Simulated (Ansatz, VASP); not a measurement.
**H11C2NO4: VASP beside Ansatz**

```
O H C N
1.0
     5.91548    0.00000    0.00000
     0.00000    5.91548    0.00000
     0.00000    0.00000    5.91548
O H C N
4 11 2 1
Direct
  0.85042 0.92417 0.33976
  0.10118 0.70034 0.96838
  0.35361 0.08102 0.92280
  0.74221 0.33824 0.81642
  0.91576 0.85608 0.20347
  0.96261 0.03856 0.38325
  0.20359 0.83285 0.95390
  0.10905 0.63064 0.81888
  0.28180 0.15902 0.79628
  0.51239 0.12843 0.90965
  0.79936 0.45802 0.91354
  0.86703 0.31056 0.71156
  0.45493 0.51222 0.12696
  0.52640 0.68484 0.36583
  0.64714 0.40919 0.34068
  0.49365 0.51077 0.30860
  0.30461 0.41310 0.42505
  0.15261 0.33123 0.51990
```

Alike in both runs: functional PBE; dispersion D3(BJ); k mesh 1 × 1 × 1; occupations fermi-dirac, width 0.05 eV; no spin polarisation.

Ansatz relaxed the structure, and its values are those at the end. VASP's run is a single point on that final structure, the one shown.

```csv
,VASP,Ansatz
version,VASP 6.6.1,Ansatz 0.2.0
potentials or method,"VASP PAW PBE potentials, release 64 (O_h, H_h, C_h, N_h), cutoff 910 eV","scalar-relativistic, plane waves, PAW"
valence electrons in the cell,48,48
```

```csv
,VASP,Ansatz,Ansatz less VASP
rms of the force components (eV/Å),0.085,0.085,+0.0003
```

Noted on VASP's run: the cutoff is short for stress, so the pressure is rough.
